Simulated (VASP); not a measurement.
# BaTiO3 in VASP: a series of runs, part 2 of 2

VASP 6.6.1. Earlier steps stand in the parts before.

## Step 3: Single point, PBE

This run uses another cell than the first one, of 12.36 Å³/atom, 1.051 times its volume.

The input, INCAR:

```
SYSTEM = BaTiO3
PREC = Accurate ; ENCUT = 520
EDIFF = 1E-6 ; ISMEAR = -1
SIGMA = 0.05 ; LREAL = .FALSE.
LASPH = .TRUE. ; NELM = 80
ALGO = Normal ; ISIF = 2
LWAVE = .FALSE. ; LCHARG = .FALSE.
GGA = PE ; NBANDS = 28
```

The input, KPOINTS:

```
regular mesh
0
G
  7 6 7
  0 0 0
```

The input, POSCAR:

```
BaTiO3
1.0
    3.9537763307     -0.0011200280     -0.0001089926
   -0.0028514142      2.7981881929      2.7945896265
    0.0030550167     -2.7966428888      2.7949967285
Ba Ti O
1 1 3
Direct
   -0.0036226926      1.0029385830      0.9956185304
    0.4883587526      0.5111089955      0.4875716223
    1.0071535430      0.4951116739      0.5033220050
    0.5040626019      0.4951138385      1.0064131092
    0.5040477950      0.9919469090      0.5032947232
```

Potentials or basis: VASP PAW PBE potentials, release 64 (Ba_sv, Ti_sv, O).

Command:

```
$ cat potpaw_PBE.64/Ba_sv/POTCAR potpaw_PBE.64/Ti_sv/POTCAR potpaw_PBE.64/O/POTCAR > POTCAR
$ mpirun -np 1 vasp_std > vasp.out
```

OUTCAR:

```text
SYSTEM = BaTiO3
   PREC = Accurate
   ENCUT = 520
   EDIFF = 1E-6
   ISMEAR = -1
   LREAL = .FALSE.
   LASPH = .TRUE.
   NELM = 80
   ISIF = 2
   GGA = PE

 ion  position               nearest neighbor table
   1  0.996  0.003  0.996-   3 2.75   4 2.75   5 2.75   4 2.80   5 2.80   3 2.80   5 2.80   3 2.80
                             4 2.80   5 2.84   4 2.84   3 2.84   2 3.37   2 3.40   2 3.41   2 3.41
   2  0.488  0.511  0.488-   5 1.90   4 1.90   3 1.90   3 2.05   4 2.05   5 2.06   1 3.37   1 3.40
                             1 3.41   1 3.41   1 3.44   1 3.44   1 3.44   1 3.48
   3  0.007  0.495  0.503-   2 1.90   2 2.05   1 2.75   1 2.80   1 2.80   1 2.84
   4  0.504  0.495  0.006-   2 1.90   2 2.05   1 2.75   1 2.80   1 2.80   1 2.84
   5  0.504  0.992  0.503-   2 1.90   2 2.06   1 2.75   1 2.80   1 2.80   1 2.84

  LATTYP: Found a triclinic cell.
 ALAT       =     3.9537764908
 B/A-ratio  =     1.4137118999
 C/A-ratio  =     1.0000281129
 COS(alpha) =     0.0000105690
 COS(beta)  =     0.0009535431
 COS(gamma) =     0.7066919668

  Lattice vectors:

 A1 = (   3.9537763307,  -0.0011200280,  -0.0001089926)
 A2 = (   3.9509249165,   2.7970681649,   2.7944806339)
[... 204 lines left out ...]
 cond. band min:       6.1677902545   @ k =   0.0000   0.0000   0.0000
 fundamental gap:      2.1079787933
 Fermi energy:         5.1911607782

 k-point     1 :       0.0000    0.0000    0.0000
  band No.  band energies     occupation
      1     -52.2583      2.00000
      2     -28.5073      2.00000
      3     -28.5070      2.00000
      4     -28.5051      2.00000
      5     -20.6284      2.00000
      6     -12.8518      2.00000
[... 733 lines left out ...]
     27      10.0230      0.00000
     28      12.5751      0.00000

 [... further k-points ...]

------------------------ aborting loop because EDIFF is reached ----------------------------------------

  FORCE on cell =-STRESS in cart. coord.  units (eV):
  Direction    XX          YY          ZZ          XY          YZ          ZX
  --------------------------------------------------------------------------------------
  -------------------------------------------------------------------------------------
  Total        4.6605089      4.6530565      4.6596549      0.0060853     -0.0032512     -0.0010654
  in kB      120.7800743    120.5869414    120.7579436      0.1577052     -0.0842577     -0.0276117
  external PRESSURE =     120.7083198 kB  Pullay stress =       0.0000000 kB

 VOLUME and BASIS-vectors are now :
 -----------------------------------------------------------------------------
  energy-cutoff  :      520.00
  volume of cell :       61.82
      direct lattice vectors                 reciprocal lattice vectors
     3.953776331 -0.001120028 -0.000108993     0.252922830  0.000267008 -0.000009287
    -0.002851414  2.798188193  2.794589627     0.000055567  0.178749479  0.178854696
     0.003055017 -2.796642889  2.794996729    -0.000045696 -0.178723433  0.178953527

 POSITION                                       TOTAL-FORCE (eV/Angst)
 -----------------------------------------------------------------------------------
      3.94249     -2.77728      2.79085         0.014698     -0.020739     -0.000356
      1.93089      0.06607      2.79105         0.022065     -0.032757     -0.001245
      0.02841     -0.02220      2.79042        -0.024095      0.009812      0.000082
      1.99156      1.36692      1.40151        -0.006750      0.021896     -0.012006
      1.99160      1.36755      4.17874        -0.005918      0.021788      0.013524
 -----------------------------------------------------------------------------------
    total drift:                                0.001068     -0.001483      0.000250

  FREE ENERGIE OF THE ION-ELECTRON SYSTEM (eV)
  ---------------------------------------------------
  free  energy   TOTEN  =       -39.8619863104 eV

  energy  without entropy=      -39.8619863103  energy(sigma->0) =      -39.86198631
```

OSZICAR:

```text
N       E                     dE             d eps       ncg     rms          rms(c)
DAV:   1     0.439138594500E+03    0.43914E+03   -0.20979E+04  8288   0.156E+03
DAV:   2    -0.329224559035E+01   -0.44243E+03   -0.42054E+03  9328   0.434E+02
DAV:   3    -0.483522346185E+02   -0.45060E+02   -0.44635E+02 11440   0.136E+02
DAV:   4    -0.505101160763E+02   -0.21579E+01   -0.21536E+01 12608   0.255E+01
DAV:   5    -0.505681456845E+02   -0.58030E-01   -0.58015E-01 11152   0.334E+00    0.241E+01
DAV:   6    -0.399594948871E+02    0.10609E+02   -0.55205E+01 12024   0.688E+01    0.986E+00
DAV:   7    -0.399824247123E+02   -0.22930E-01   -0.93890E+00 11156   0.226E+01    0.718E+00
DAV:   8    -0.398424864453E+02    0.13994E+00   -0.68837E-01 10308   0.775E+00    0.327E+00
DAV:   9    -0.398808091271E+02   -0.38323E-01   -0.24188E-01 11420   0.374E+00    0.130E+00
DAV:  10    -0.398624604346E+02    0.18349E-01   -0.10162E-01  9444   0.347E+00    0.281E-01
DAV:  11    -0.398620620540E+02    0.39838E-03   -0.56553E-03 10544   0.523E-01    0.808E-02
DAV:  12    -0.398620536572E+02    0.83968E-05   -0.47198E-04 11704   0.169E-01    0.656E-02
DAV:  13    -0.398619838683E+02    0.69789E-04   -0.36461E-04  9532   0.214E-01    0.112E-02
DAV:  14    -0.398619854710E+02   -0.16027E-05   -0.24513E-05 10448   0.398E-02    0.477E-03
DAV:  15    -0.398619863104E+02   -0.83940E-06   -0.66645E-06 10972   0.242E-02
   1 F= -.39861986E+02 E0= -.39861986E+02  d E =-.136852E-09
```

stdout:

```text
POSCAR found type information on POSCAR BaTiO
 POSCAR found :  3 types and       5 ions
 scaLAPACK will be used
 LDA part: xc-table for (Slater+PW92), standard interpolation
 -----------------------------------------------------------------------------
|                                                                             |
|           W    W    AA    RRRRR   N    N  II  N    N   GGGG   !!!           |
|           W    W   A  A   R    R  NN   N  II  NN   N  G    G  !!!           |
|           W    W  A    A  R    R  N N  N  II  N N  N  G       !!!           |
|           W WW W  AAAAAA  RRRRR   N  N N  II  N  N N  G  GGG   !            |
|           WW  WW  A    A  R   R   N   NN  II  N   NN  G    G                |
|           W    W  A    A  R    R  N    N  II  N    N   GGGG   !!!           |
|                                                                             |
|     Your reciprocal lattice and k-lattice belong to different lattice       |
|     classes:                                                                |
|                                                                             |
|        The reciprocal lattice is triclinic,                                 |
|        whereas your k-lattice is base-centered monoclinic.                  |
|                                                                             |
|     Results are often still useful ...                                      |
|                                                                             |
 -----------------------------------------------------------------------------

 POSCAR, INCAR and KPOINTS ok, starting setup
 FFT: planning ... GRIDC
 FFT: planning ... GRID_SOFT
 FFT: planning ... GRID
 WAVECAR not read
 entering main loop
```

Wall time 3.4 min (1 thread of Intel Xeon Platinum 8259CL at 2.50GHz (Skylake/Cascade Lake), shared host); peak memory 0.36 GiB.

Results:

```yaml
Free_energy: -39.8620 eV
Pressure: 12.1 GPa
Largest_force: 0.040 eV/Å
Band_gap_on_the_k_mesh: 2.11 eV, indirect (least direct gap 2.29 eV)
```

Forces on the atoms (eV/Å):
```
Ba   0.015 -0.021  0.000
Ti   0.022 -0.033 -0.001
O   -0.024  0.010  0.000
O   -0.007  0.022 -0.012
O   -0.006  0.022  0.014
```

Levels at points of the mesh, in eV from the valence-band top:
| k point | band 18 | band 19 | band 20 | band 21 | band 22 | band 23 |
| --- | --- | --- | --- | --- | --- | --- |
| (0.00, 0.00, 0.00) | -0.25 | -0.18 | -0.18 | 2.11 | 2.11 | 2.19 |
| (0.00, 0.50, 0.00) | -1.73 | -0.78 | -0.72 | 2.29 | 3.81 | 3.86 |

Caveat: spin-orbit coupling is left out, which moves the levels of the heavy elements.

## Step 4: Single point, PBE

This run uses another cell than the first one, of 12.80 Å³/atom, 1.087 times its volume.

The input, INCAR:

```
PREC = Accurate
ENCUT = 520
EDIFF = 1E-7
ISMEAR = -1
SIGMA = 0.05
LREAL = F
LASPH = T
NELM = 80
ALGO = Normal
ISIF = 2
LWAVE = F
LCHARG = F
GGA = PE
NBANDS = 28
```

The input, KPOINTS:

```
regular mesh
0
Gamma
  7 6 7
```

The input, POSCAR:

```
BaTiO3
1.0
    3.9981872509      0.0016919075     -0.0068205844
   -0.0064157169      2.8263572840      2.8339003759
   -0.0032046974     -2.8238392470      2.8304988923
Ba Ti O
1 1 3
Direct
   -0.0059027759      1.0054647195      1.0051520134
    0.4826894935      0.5172732156      0.5165590654
    1.0118641875      0.4933282950      0.4934945442
    0.5057405921      0.4933336332      0.9873726203
    0.5056085028      0.9868201367      0.4936417467
```

Command:

```
$ cat potpaw_PBE.64/Ba_sv/POTCAR potpaw_PBE.64/Ti_sv/POTCAR potpaw_PBE.64/O/POTCAR > POTCAR
$ mpirun -np 1 vasp_std > vasp.out
```

Wall time 3.7 min (1 thread of Intel Xeon Platinum 8259CL at 2.50GHz (Skylake/Cascade Lake), shared host); peak memory 0.37 GiB.

The run converged. Its results:

- Free energy: -39.9852 eV
- Pressure: 6.8 GPa
- Largest force: 0.065 eV/Å
- Band gap on the k mesh: 2.33 eV, indirect (least direct gap 2.66 eV)

Forces on the atoms (eV/Å):
```
Ba   0.019 -0.001 -0.028
Ti   0.036 -0.002 -0.054
O   -0.039  0.000  0.013
O   -0.009 -0.021  0.034
O   -0.008  0.024  0.035
```

Levels at points of the mesh, in eV from the valence-band top:
```
           k point  band 17  band 18  band 19  band 20  band 21  band 22  band 23  band 24
(0.00, 0.00, 0.00)    -1.03    -0.45    -0.32    -0.32     2.33     2.34     2.47     4.46
(0.00, 0.50, 0.00)    -1.70    -1.61    -0.88    -0.77     2.51     3.78     3.87     4.43
```

Caveat: spin-orbit coupling is left out, which moves the levels of the heavy elements.

## Step 5: The runs side by side

| cell | gap on the mesh (eV) | pressure (GPa) | largest force (eV/Å) |
| --- | --- | --- | --- |
| a = 3.890 Å, 5 atoms | 1.95 | 22.5 | - |
| a = 3.954, b = 3.955 Å, angles 90.1, 89.9, 90.1°, 5 atoms | 2.11 | 12.1 | 0.04 |
| a = 3.998, b = 4.002 Å, angles 89.9, 90.1, 90.1°, 5 atoms | 2.33 | 6.8 | 0.06 |

Alike in all rows: task single point; level PBE; potentials or basis VASP PAW PBE potentials, release 64 (Ba_sv, Ti_sv, O); no spin polarisation; k mesh 7 × 6 × 7; cutoff (eV) 520; smearing fermi-dirac 0.05 eV.

Caveats: spin-orbit coupling is left out, which moves the levels of the heavy elements.

Absolute energies hang on the potentials; compare differences alone.
